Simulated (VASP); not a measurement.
# Mg: single point with PBEsol

The system is Mg.

```xyz
2
Lattice="3.3296 0.0000 0.0000 -1.6648 2.7793 0.0000 0.0000 0.0000 5.2103" Properties=species:S:1:pos:R:3 pbc="T T T"
Mg    0.0000    1.8529    1.3026
Mg    1.6648    0.9264    3.9077
```

This cell differs from its parent crystal: strain +0.0375 x Voigt [1, 0, 0, 0, 0, 0].

| Item | Value |
| --- | --- |
| Program | VASP 6.6.1 |
| Task | single point |
| Functional | PBEsol |
| Potentials or basis | VASP PAW PBE potentials, release 64 (Mg) |
| Cutoff | 520 eV |
| k mesh | 18 × 18 × 10 |
| Occupations | gaussian, width 0.15 eV |
| Spin | no spin polarisation |

- Pressure: -2.3 GPa
- Largest force: 0.027 eV/Å
- Band gap on the k mesh: zero (band 2 reaches 3.44 eV, above the bottom of band 3 at 1.27 eV)

Forces on the atoms (eV/Å):
```
Mg   0.000 -0.027  0.000
Mg   0.000  0.027  0.000
```

Stress tensor (GPa, compression positive):
```
-3.07  0.00  0.00
 0.00 -1.75  0.00
 0.00  0.00 -1.93
```

Levels at points of the mesh, in eV from the Fermi level:
```csv
k point,band 1,band 2,band 3,band 4,band 5,band 6
"(0.00, 0.00, 0.00)",-6.72,-1.52,-1.08,10.08,10.11,10.61
"(0.50, 0.00, 0.00)",-2.25,-2.17,2.51,2.98,3.19,3.56
"(0.00, 0.50, 0.00)",-1.97,-1.96,2.81,3.15,3.41,3.79
"(0.00, 0.00, 0.50)",-5.34,-5.34,5.16,5.16,10.86,10.86
"(0.50, 0.00, 0.50)",-1.14,-1.14,-0.58,-0.58,7.88,7.88
"(0.00, 0.50, 0.50)",-0.93,-0.93,-0.29,-0.29,7.12,7.12
```

Wall time 2.2 min on 1 thread of Intel(R) Xeon(R) Platinum 8259CL CPU @ 2.50GHz (Skylake/Cascade Lake), on a shared host, peak memory 0.34 GiB.

Caveat: the cell differs from its parent crystal (strain +0.0375 x Voigt [1, 0, 0, 0, 0, 0]); the PAW data sets were made with another functional, which shifts forces and pressure a little.
